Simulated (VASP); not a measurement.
Write the native input for VASP 6.6.1 that does the following.

- Task: single point
- Functional: LDA
- Potentials or basis: VASP PAW LDA potentials, release 64 (Cl, Ga_d, Sc_sv, Na_pv)
- Cutoff: 520 eV
- k mesh: 2 × 2 × 3
- Occupations: fermi-dirac, width 0.05 eV
- Spin: no spin polarisation
- Dipole correction: no
- Further INCAR settings: ALGO = Normal; EDIFF = 1e-07; NBANDS = 74

The structure of NaSc3Ga2Cl8 lies in POSCAR:

```
NaSc3Ga2Cl8
1.0
    8.0134927900     -0.1176221900     -0.0410907600
   -4.1086102700      7.0977229100     -0.1430551900
   -0.0331173700     -0.1522544000      6.4812088900
Cl Ga Sc Na
8 2 3 1
Direct
    0.3267646648      0.6339618367      0.7826156548
    0.7034339758      0.3129820996      0.2186654333
    0.6653103469      0.8117880579      0.2570529096
    0.1492447234      0.8551621317      0.2291123439
    0.2084373333      0.3730588111      0.2442767814
    0.8373173472      0.6193488778      0.7655911361
    0.8070364822      0.1634396492      0.7324316672
    0.3694315540      0.1936393957      0.7822264997
    0.3356370165      0.6909148818      0.4047372310
    0.6605887531      0.3849885336      0.5783480776
    0.4956090044      0.9978211059      0.9676837369
    0.0176487426      0.5140997481      0.9652507647
    0.4762592590      0.4642105597      0.0551331689
    0.0328933722      0.0153735555      0.4757579848
```

The input as run:

INCAR

```
SYSTEM = NaSc3Ga2Cl8
PREC     = Accurate       ! precision mode
ENCUT    = 520            ! plane-wave cutoff, eV
EDIFF    = 1E-7           ! SCF threshold, eV
ISMEAR   = -1             ! smearing method
SIGMA    = 0.05           ! smearing width, eV
LREAL    = .FALSE.        ! projectors in reciprocal space
LASPH    = .TRUE.         ! aspherical terms in the spheres
NELM     = 100            ! most SCF steps
ALGO     = Normal         ! electronic algorithm
ISIF     = 2              ! what is computed and relaxed
LWAVE    = .FALSE.        ! write WAVECAR
LCHARG   = .FALSE.        ! write CHGCAR
NBANDS   = 74             ! bands
```

KPOINTS

```
regular mesh
0
G
  2 2 3
  0 0 0
```

Potentials or basis: VASP PAW LDA potentials, release 64 (Cl, Ga_d, Sc_sv, Na_pv).

Launch:

```console
$ cat potpaw_LDA.64/Cl/POTCAR potpaw_LDA.64/Ga_d/POTCAR potpaw_LDA.64/Sc_sv/POTCAR potpaw_LDA.64/Na_pv/POTCAR > POTCAR
$ mpirun -np 1 vasp_std > vasp.out
```

Results of the run:

- Pressure: 0.2 GPa
- Largest force: 5.100 eV/Å
- Band gap on the k mesh: zero (bands 61 and 62 overlap by 0.23 eV)

Caveat: the k points lie up to 0.45 Å⁻¹ apart; forces of over 1 eV/Å act on the atoms, so gaps and moduli don't describe the material at rest.

It took 6.3 min on 1 thread of Intel(R) Xeon(R) Platinum 8488C (Sapphire Rapids), on a shared host, peak memory 0.46 GiB.
